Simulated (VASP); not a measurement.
Write the native input for VASP 6.6.1 that does the following.

```yaml
Task: single point
Functional: PBE
Dispersion: D3(BJ)
Potentials_or_basis: VASP PAW PBE potentials, release 64 (Pb_d, S)
Cutoff: 500 eV
k_mesh: 3 × 3 × 3
Occupations: gaussian, width 0.01 eV
Spin: no spin polarisation
Dipole_correction: no
Further_INCAR_settings: ALGO = Normal; EDIFF = 1e-06; NBANDS = 17
```

The structure of PbS (Galena) lies in POSCAR:

```
PbS
1.0
    0.0000000000      2.9657500000      2.9657500000
    2.9657500000      0.0000000000      2.9657500000
    2.9657500000      2.9657500000      0.0000000000
Pb S
1 1
Direct
    0.0000000000      0.0000000000      0.0000000000
    0.5000000000      0.5000000000      0.5000000000
```

One way to write it, as run:

INCAR

```
SYSTEM = PbS
ALGO     = Normal         ! electronic algorithm
EDIFF    = 1E-6           ! SCF threshold, eV
ENCUT    = 500            ! plane-wave cutoff, eV
GGA      = PE             ! functional
GGA_COMPAT= .False.      
ISIF     = 2              ! what is computed and relaxed
ISMEAR   = 0              ! smearing method
IVDW     = 12             ! dispersion correction
LASPH    = .True.         ! aspherical terms in the spheres
LCHARG   = .True.         ! write CHGCAR
LELF     = .True.         ! ELF
LREAL    = .False.        ! projectors in reciprocal space
LVHAR    = .True.       
LWAVE    = .False.        ! write WAVECAR
NBANDS   = 17             ! bands
NELM     = 120            ! most SCF steps
PREC     = Accurate       ! precision mode
SIGMA    = 0.01           ! smearing width, eV
```

KPOINTS

```
k-points
0
Gamma
  3 3 3
  0 0 0
```

Potentials or basis: VASP PAW PBE potentials, release 64 (Pb_d, S).

Run with:

```sh
$ cat potpaw_PBE.64/Pb_d/POTCAR potpaw_PBE.64/S/POTCAR > POTCAR
$ mpirun -np 1 vasp_std > vasp.out
```

It gave:

* Pressure: -1.1 GPa
* Dispersion energy per atom: -0.347 eV

Caveat: the k points lie up to 0.61 Å⁻¹ apart.

It took 8.3 s on 1 thread of Intel(R) Xeon(R) Platinum 8488C (Sapphire Rapids), with other jobs on the host, peak memory 0.18 GiB.
